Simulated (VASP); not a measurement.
Al5H:

```xyz
6
Lattice="0.0000 3.6075 3.6075 3.6075 0.0000 3.6075 3.6075 3.6075 0.0000" Properties=species:S:1:pos:R:3 pbc="T T T"
Al    1.8037    1.8037    1.8037
Al    4.4983    2.7166    2.7166
Al    4.4983    4.4983    4.4983
Al    2.7166    2.7166    4.4983
Al    2.7166    4.4983    2.7166
H     0.0000    0.0000    0.0000
```

The cell was built from a structure type or drawn by symmetry, and may not be a known phase.

- Program: VASP 6.6.1
- Task: relaxation of cell and atoms
- Functional: PBE
- Potentials or basis: VASP PAW PBE potentials, release 64 (Al, H)
- Cutoff: 600 eV
- k mesh: 4 × 4 × 4
- Occupations: gaussian, width 0.1 eV
- Spin: no spin polarisation

At the start: pressure 7.5 GPa; volume 15.65 Å³/atom.

Task: Where does the relaxation end?

Result: Over 4 steps the energy falls by 43.4 meV/atom and the volume is 17.34 Å³/atom (+10.8 %); space group F-43m (No. 216, to 0.1 Å) before and after.

The path:
```tsv
step	energy change (eV)	largest force (eV/Å)	pressure (GPa)	volume (Å³)
1	0.0000	0.8891	7.51	93.89
2	-0.2507	0.3324	-0.13	104.22
3	-0.2547	0.2222	0.58	102.94
4	-0.2603	0.0145	-0.09	104.05
```

Final structure:
```
CELL_PARAMETERS angstrom
0.00000 3.73305 3.73305
3.73305 0.00000 3.73305
3.73305 3.73305 0.00000
ATOMIC_POSITIONS crystal
Al 0.25000 0.25000 0.25000
Al 0.12275 0.62575 0.62575
Al 0.62575 0.62575 0.62575
Al 0.62575 0.62575 0.12275
Al 0.62575 0.12275 0.62575
H 0.00000 0.00000 0.00000
```

Caveat: the k points lie up to 0.36 Å⁻¹ apart in the final cell, too coarse for converged energies and pressures of a metal.
